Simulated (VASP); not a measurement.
# Ti3H2 (P-3m1) in VASP: notebook, part 2 of 2

VASP 6.6.1. Earlier steps stand in the parts before.

## 5. Relaxation of cell and atoms, PBE

Contents of INCAR:

```
SYSTEM = Ti3H2
ALGO = Fast
EDIFF = 1E-6
EDIFFG = -0.01
ENCUT = 600
GGA = PE
IBRION = 2
ISIF = 3
ISMEAR = 0
LASPH = .TRUE.
LCHARG = .FALSE.
LREAL = .FALSE.
LWAVE = .FALSE.
NELM = 100
NSW = 100
PREC = Accurate
SIGMA = 0.1
```

Contents of KPOINTS:

```
k-points
0
G
  12 12 6
  0 0 0
```

Contents of POSCAR:

```
Ti3H2
1.0
    2.9345527889      0.0000000000      0.0000000000
   -1.4672763944      2.5413972639      0.0000000000
    0.0000000000      0.0000000000      7.2618214903
Ti H
3 2
Direct
    0.0000000000      0.0000000000      0.0000000000
    0.3333333333      0.6666666667      0.6602017350
    0.6666666667      0.3333333333      0.3397982650
    0.3333333333      0.6666666667      0.1646213733
    0.6666666667      0.3333333333      0.8353786267
```

Potentials or basis: VASP PAW PBE potentials, release 64 (Ti_sv, H).

Started as:

```bash
cat potpaw_PBE.64/Ti_sv/POTCAR potpaw_PBE.64/H/POTCAR > POTCAR
mpirun -np 1 vasp_std > vasp.out
```

OUTCAR:

```text
SYSTEM = Ti3H2
   EDIFF = 1E-6
   EDIFFG = -0.01
   ENCUT = 600
   GGA = PE
   IBRION = 2
   ISIF = 3
   ISMEAR = 0
   LASPH = .TRUE.
   LREAL = .FALSE.
   NELM = 100
   NSW = 100
   PREC = Accurate

 ion  position               nearest neighbor table
   1  0.000  0.000  0.000-
   2  0.333  0.667  0.660-   3 2.88   3 2.88   3 2.88
   3  0.667  0.333  0.340-   2 2.88   2 2.88   2 2.88
   4  0.333  0.667  0.165-
   5  0.667  0.333  0.835-

  LATTYP: Found a hexagonal cell.
 ALAT       =     2.9345527889
 C/A-ratio  =     2.4745922165

  Lattice vectors:

 A1 = (   2.9345527889,   0.0000000000,   0.0000000000)
 A2 = (  -1.4672763944,   2.5413972639,   0.0000000000)
 A3 = (   0.0000000000,   0.0000000000,   7.2618214903)
[... 499 lines left out ...]
  ext. energy  EPLUGINS =         0.00000000
  ---------------------------------------------------
  free energy    TOTEN  =       -31.52993446 eV

  energy without entropy =      -31.50062950  energy(sigma->0) =      -31.51528198

 E-fermi :   8.5329     XC(G=0): -11.7465

 val. band max:        8.5308526738   @ k =   0.1667   0.0000   0.1667
 cond. band min:       8.5380814056   @ k =  -0.1667   0.4167   0.3333
 fundamental gap:      0.0072287318
 Fermi energy:         8.5328718274

 k-point     1 :       0.0000    0.0000    0.0000
  band No.  band energies     occupation
      1     -48.2043      2.00000
      2     -48.1235      2.00000
      3     -48.1170      2.00000
      4     -24.6208      2.00000
      5     -24.5607      2.00000
      6     -24.1746      2.00000
[... 613 lines left out ...]
     22       9.5968      0.00000
     23       9.6925      0.00000

 [... further k-points ...]

------------------------ aborting loop because EDIFF is reached ----------------------------------------

  FORCE on cell =-STRESS in cart. coord.  units (eV):
  Direction    XX          YY          ZZ          XY          YZ          ZX
  --------------------------------------------------------------------------------------
  -------------------------------------------------------------------------------------
  Total       -0.0056869     -0.0056869      0.0260340     -0.0000000      0.0000000      0.0000000
  in kB       -0.1681209     -0.1681209      0.7696350     -0.0000000      0.0000000      0.0000000
  external PRESSURE =       0.1444644 kB  Pullay stress =       0.0000000 kB
[... 20 lines left out ...]
  FREE ENERGIE OF THE ION-ELECTRON SYSTEM (eV)
  ---------------------------------------------------
  free  energy   TOTEN  =       -31.5299344567 eV

  energy  without entropy=      -31.5006295008  energy(sigma->0) =      -31.51528198

 reached required accuracy - stopping structural energy minimisation
```

CONTCAR:

```text
Ti3H2
   1.00000000000000
     2.9368591784774978    0.0000000000000450   -0.0000000000000000
    -1.4684295891886703    2.5433946558650349    0.0000000000000000
     0.0000000000000000    0.0000000000000000    7.2555303882566564
  Ti              H
     3     2
Direct
     0.0000000000000000    0.0000000000000000    1.0000000000000000
     0.3333333332999970    0.6666666667000030    0.6588444118995419
     0.6666666667000030    0.3333333332999970    0.3411555881004580
     0.3333333332999970    0.6666666667000030    0.1648456849524818
     0.6666666667000030    0.3333333332999970    0.8351543150475182

  0.00000000E+00  0.00000000E+00  0.00000000E+00
  0.00000000E+00  0.00000000E+00  0.00000000E+00
  0.00000000E+00  0.00000000E+00  0.00000000E+00
  0.00000000E+00  0.00000000E+00  0.00000000E+00
  0.00000000E+00  0.00000000E+00  0.00000000E+00
```

Wall time 32 min (1 thread of Oxide Virtual Turin-like, shared host); peak memory 0.24 GiB.

What came out:

| Quantity | Value |
| --- | --- |
| Free energy | -31.5299 eV |
| Relaxed volume | 10.84 Å³/atom |
| Relaxed cell | a = 2.937 Å, b = 2.937 Å, c = 7.256 Å, α = 90.00°, β = 90.00°, γ = 120.00° |
| Space group after relaxing (to 0.1 Å) | P-3m1 (No. 164) |
| Energy gained by relaxing | 0.2 meV/atom |
| Ionic steps | 9 |
| Pressure after relaxing | 0.0 GPa |
| Largest force after relaxing | 0.009 eV/Å |
| Band gap on the k mesh | zero (bands 19 and 20 overlap by 0.90 eV) |

Forces on the atoms (eV/Å):
```
Ti   0.000  0.000  0.000
Ti   0.000  0.000 -0.004
Ti   0.000  0.000  0.004
H    0.000  0.000  0.009
H    0.000  0.000 -0.009
```

The path:
```tsv
step	energy change (eV)	largest force (eV/Å)	pressure (GPa)	volume (Å³)
1	0.0000	0.0952	0.74	54.16
2	0.0000	0.0424	-0.74	54.55
3	-0.0003	0.0709	-0.20	54.32
4	-0.0003	0.0657	-0.24	54.35
5	-0.0008	0.0334	-0.20	54.31
6	-0.0010	0.0084	-0.13	54.27
7	-0.0010	0.0085	-0.14	54.27
8	-0.0010	0.0081	0.09	54.18
9	-0.0010	0.0087	0.01	54.20
```

Final structure:
```
CELL_PARAMETERS angstrom
2.93686 0.00000 0.00000
-1.46843 2.54339 0.00000
0.00000 0.00000 7.25553
ATOMIC_POSITIONS crystal
Ti 0.00000 0.00000 0.00000
Ti 0.33333 0.66667 0.65884
Ti 0.66667 0.33333 0.34116
H 0.33333 0.66667 0.16485
H 0.66667 0.33333 0.83515
```

## 6. Summary

| task | cell | k mesh | cutoff (eV) | gap on the mesh (eV) | pressure (GPa) | relaxed volume (Å³/atom) | largest force (eV/Å) |
| --- | --- | --- | --- | --- | --- | --- | --- |
| single point | a = 2.935, b = 2.935, c = 7.262 Å, angles 90.0, 90.0, 120.0°, 5 atoms, atomic positions A | 6 × 6 × 4 | 520 | none | 0.0 | - | 0.03 |
| single point | a = 2.938, b = 2.938, c = 7.262 Å, angles 90.0, 90.0, 120.0°, 5 atoms, atomic positions B | 12 × 12 × 6 | 520 | none | -0.2 | - | 0.01 |
| relaxation of cell and atoms | relaxed from a = 3.433, b = 3.433, c = 5.340 Å, angles 90.0, 90.0, 120.0°, 5 atoms, atomic positions C | 6 × 6 × 4 | 600 | none | 0.1 | 10.81 | 0.02 |
| relaxation of cell and atoms | relaxed from a = 2.935, b = 2.935, c = 7.262 Å, angles 90.0, 90.0, 120.0°, 5 atoms, atomic positions A | 12 × 12 × 6 | 600 | none | 0.0 | 10.84 | 0.01 |

Alike in all rows: level PBE; potentials or basis VASP PAW PBE potentials, release 64 (Ti_sv, H); no spin polarisation; smearing gaussian 0.1 eV.

Caveats: some runs use coarse meshes; a cell axis changed by over 15 % at a fixed basis, so the end point is rough (at least some runs).

Total energies depend on the potentials used, so only differences within one code and one set of settings carry meaning.
